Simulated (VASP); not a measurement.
ReS:

```
Re S
1.0
     0.00000    2.51527    2.51527
     2.51527    0.00000    2.51527
     2.51527    2.51527    0.00000
Re S
1 1
Cartesian
  0.0000 0.0000 0.0000
  1.2576 1.2576 1.2576
```

- Program: VASP 6.6.1
- Task: relaxation of cell and atoms
- Functional: PBEsol
- Potentials or basis: VASP PAW PBE potentials, release 64 (Re, S)
- Cutoff: 600 eV
- k mesh: 8 × 8 × 8
- Occupations: gaussian, width 0.1 eV
- Spin: no spin polarisation

At the start: pressure 24.7 GPa; volume 15.91 Å³/atom.

How do energy, volume and symmetry change on relaxing?

Over 4 steps the energy falls by 116.6 meV/atom and the volume is 17.59 Å³/atom (+10.6 %); space group F-43m (No. 216, to 0.05 Å).

The path:
```
step  energy change (eV)  largest force (eV/Å)  pressure (GPa)  volume (Å³)
   1              0.0000                0.0000           24.73        31.83
   2              0.7475                0.0000          -26.50        44.53
   3             -0.2316                0.0000           -1.68        35.45
   4             -0.2331                0.0000           -0.24        35.19
```

Final structure:
```cif
data_structure
_symmetry_space_group_name_H-M 'P 1'
_symmetry_Int_Tables_number 1
_cell_length_a 3.6781
_cell_length_b 3.6781
_cell_length_c 3.6781
_cell_angle_alpha 60.000
_cell_angle_beta 60.000
_cell_angle_gamma 60.000
_cell_volume 35.19
loop_
_atom_site_label
_atom_site_type_symbol
_atom_site_fract_x
_atom_site_fract_y
_atom_site_fract_z
_atom_site_occupancy
Re1 Re 0.00000 0.00000 0.00000 1
S1 S 0.25000 0.25000 0.25000 1
```

Caveat: the PAW data sets were made with another functional, which shifts forces and pressure a little.
